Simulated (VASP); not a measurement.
A run of VASP 6.6.1:

INCAR

```
  ALGO = Normal
  EDIFF = 1E-6
  ENCUT = 520
  GGA = PE
  GGA_COMPAT = F
  ISIF = 2
  ISMEAR = -1
  ISPIN = 2
  IVDW = 12
  LASPH = T
  LCHARG = F
  LORBIT = 11
  LREAL = F
  LWAVE = F
  MAGMOM = 0 0 0 0 0 0 0 0 0 0 0 0 0 0 0 0 0
  NBANDS = 53
  NELM = 200
  PREC = Accurate
  SIGMA = 0.02
```

KPOINTS

```
k-points
0
Gamma
  2 2 2
```

POSCAR

```
Si16O
1.0
    0.0000000000      5.4300000000      5.4300000000
    5.4300000000      0.0000000000      5.4300000000
    5.4300000000      5.4300000000      0.0000000000
Si O
16 1
Direct
   -0.0023848987     -0.0107274401     -0.0191436464
    0.1462523020      0.0602670350      0.1320534070
   -0.0561141805      0.0382504604      0.4978268877
    0.1347145488      0.0948802947      0.6254143646
   -0.0214364641      0.5248618785     -0.0053038674
    0.1388213628      0.6087476980      0.1250460405
    0.0159760589      0.4974125230      0.4818876611
    0.0958103131      0.6721270718      0.6125874770
    0.5065469613     -0.0174493554     -0.0338397790
    0.6300552486      0.1143462247      0.0970534070
    0.5056629834     -0.0135635359      0.4706721915
    0.5779558011      0.1648250460      0.6086924494
    0.5187292818      0.4929834254     -0.0241804788
    0.5952762431      0.5998250460      0.1538950276
    0.4834346225      0.5049631676      0.5206169429
    0.6208287293      0.6219889503      0.6158747698
    0.2780570902      0.8140055249      0.3333609576
```

Potentials or basis: VASP PAW PBE potentials, release 64 (Si, O).

Command:

```console
$ cat potpaw_PBE.64/Si/POTCAR potpaw_PBE.64/O/POTCAR > POTCAR
$ mpirun -np 1 vasp_std > vasp.out
```

Hardware: 1 thread of Intel(R) Xeon(R) 6975P-C (Granite Rapids) (shared host).

Question: Estimate the wall time of this run.

Answer: Wall time 4.7 min on 1 thread of Intel(R) Xeon(R) 6975P-C (Granite Rapids), on a shared host, peak memory 0.73 GiB. Counts: scf iterations 17, k points 8.
